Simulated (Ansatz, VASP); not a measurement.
## Two plane-wave programs on CdF2

INCAR

```
SYSTEM = CdF2
PREC     = Accurate       ! precision mode
ENCUT    = 520            ! plane-wave cutoff, eV
EDIFF    = 1E-6           ! SCF threshold, eV
ISMEAR   = 0              ! smearing method
SIGMA    = 0.05           ! smearing width, eV
LREAL    = .FALSE.        ! projectors in reciprocal space
LASPH    = .TRUE.         ! aspherical terms in the spheres
NELM     = 100            ! most SCF steps
ALGO     = Normal         ! electronic algorithm
ISIF     = 2              ! what is computed and relaxed
LWAVE    = .FALSE.        ! write WAVECAR
LCHARG   = .FALSE.        ! write CHGCAR
GGA      = PE             ! functional
NBANDS   = 20             ! bands
```

Contents of KPOINTS:

```
regular mesh
0
G
  8 8 8
  0 0 0
```

Contents of POSCAR:

```
CdF2
1.0
    0.0000000000      2.7402705265      2.7402705265
    2.7402705265      0.0000000000      2.7402705265
    2.7402705265      2.7402705265      0.0000000000
Cd F
1 2
Direct
    0.0000000000      0.0000000000      0.0000000000
    0.2500000000      0.2500000000      0.2500000000
    0.7500000000      0.7500000000      0.7500000000
```

Input for Ansatz:

```yaml
crystal:
  lattice:
    - [0.0, 2.7402705265, 2.7402705265]
    - [2.7402705265, 0.0, 2.7402705265]
    - [2.7402705265, 2.7402705265, 0.0]
  atoms:
    - { symbol: Cd, position: [0.0, 0.0, 0.0] }
    - { symbol: F, position: [0.25, 0.25, 0.25] }
    - { symbol: F, position: [0.75, 0.75, 0.75] }
basis:
  ecutwfc: 520.0
kpoints:
  mp_grid: { grid: [8, 8, 8] }
hamiltonian:
  xc: pbe
  pseudopotentials: { kind: paw }
scf:
  occupations: { method: gaussian, width: 0.05 }
output:
  forces: true
  stress: true
  eigenvalues: true
  write_density: true
  write_potential: true
  elf: true
  volumetric_format: npy
```

Alike in both runs: task single point; functional PBE; k mesh 8 × 8 × 8; occupations gaussian, width 0.05 eV; no spin polarisation.

```csv
,VASP,Ansatz
version,VASP 6.6.1,Ansatz 0.2.0
potentials or method,"VASP PAW PBE potentials, release 64 (Cd, F), cutoff 520 eV","scalar-relativistic, plane waves, PAW"
valence electrons in the cell,26,34
```

```csv
,VASP,Ansatz,Ansatz less VASP
gap on the k mesh at the Fermi level (eV),2.89,2.92,+0.030
least direct gap on the mesh (eV),3.45,3.48,+0.030
pressure (GPa),0.6,0.0,-0.55
```

The functional is the same, so the differences come from potentials, cutoffs and numerics. VASP's potentials hold 26 valence electrons a cell and Ansatz's 34, so a difference there can come from the potentials and not from the codes.
